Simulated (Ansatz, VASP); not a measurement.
**One calculation of LiB2C2, two programs**

File INCAR:

```
PREC     = Accurate       # precision mode
ENCUT    = 520            # plane-wave cutoff, eV
EDIFF    = 1E-6           # SCF threshold, eV
ISMEAR   = 0              # smearing method
SIGMA    = 0.1            # smearing width, eV
LREAL    = F              # projectors in reciprocal space
LASPH    = T              # aspherical terms in the spheres
NELM     = 100            # most SCF steps
ALGO     = Normal         # electronic algorithm
ISIF     = 2              # what is computed and relaxed
LWAVE    = F              # write WAVECAR
LCHARG   = F              # write CHGCAR
GGA      = PE             # functional
NBANDS   = 16             # bands
```

The input KPOINTS:

```
regular mesh
0
Gamma
  14 14 6
```

File POSCAR:

```
LiB2C2
1.0
    2.7277560210      0.0000000000      0.0000000000
   -1.3638780105      2.2802578225      0.0437511966
    0.0000000000      0.1324669663      7.0826762766
Li B C
1 2 2
Direct
   -0.0016877350     -0.0033754699      0.5035178396
    0.3232392885      0.6464785869      0.7449086785
    0.6387188495      0.2774376891      0.2407427470
    0.3303322998      0.6606646097      0.2842372472
    0.7093972971      0.4187945843      0.7265934877
```

Input for Ansatz:

```yaml
crystal:
  lattice:
    - [2.727756021, 0.0, 0.0]
    - [-1.3638780105, 2.2802578225, 0.0437511966]
    - [0.0, 0.1324669663, 7.0826762766]
  atoms:
    - { symbol: Li, position: [-0.001687735, -0.0033754699, 0.5035178396] }
    - { symbol: B, position: [0.3232392885, 0.6464785869, 0.7449086785] }
    - { symbol: B, position: [0.6387188495, 0.2774376891, 0.240742747] }
    - { symbol: C, position: [0.3303322998, 0.6606646097, 0.2842372472] }
    - { symbol: C, position: [0.7093972971, 0.4187945843, 0.7265934877] }
basis:
  ecutwfc: 420
kpoints:
  mp_grid: { grid: [14, 14, 6] }
hamiltonian:
  xc: pbe
scf:
  occupations: { method: gaussian, width: 0.1 }
output:
  forces: true
  stress: true
  eigenvalues: true
  populations: true
  write_density: true
  write_potential: true
  elf: true
  volumetric_format: npy
```

Alike in both runs: task single point; functional PBE; k mesh 14 × 14 × 6; occupations gaussian, width 0.1 eV; no spin polarisation.

|  | VASP | Ansatz |
| --- | --- | --- |
| version | VASP 6.6.1 | Ansatz 0.2.0 |
| potentials or method | VASP PAW PBE potentials, release 64 (Li_sv, B, C), cutoff 520 eV | scalar-relativistic, plane waves, PAW |
| valence electrons in the cell | 17 | 17 |

```csv
,VASP,Ansatz,Ansatz less VASP
gap on the k mesh at the Fermi level (eV),none,none,-
rms of the force components (eV/Å),1.892,1.887,-0.0045
```

Atom by atom the forces differ by 0.009 eV/Å (rms over components). A gap of «none» marks a metal or a gap that the smearing closes. The functional is the same, so the differences come from potentials, cutoffs and numerics.

Noted on VASP's run: the cutoff is short for stress, so the pressure is rough.
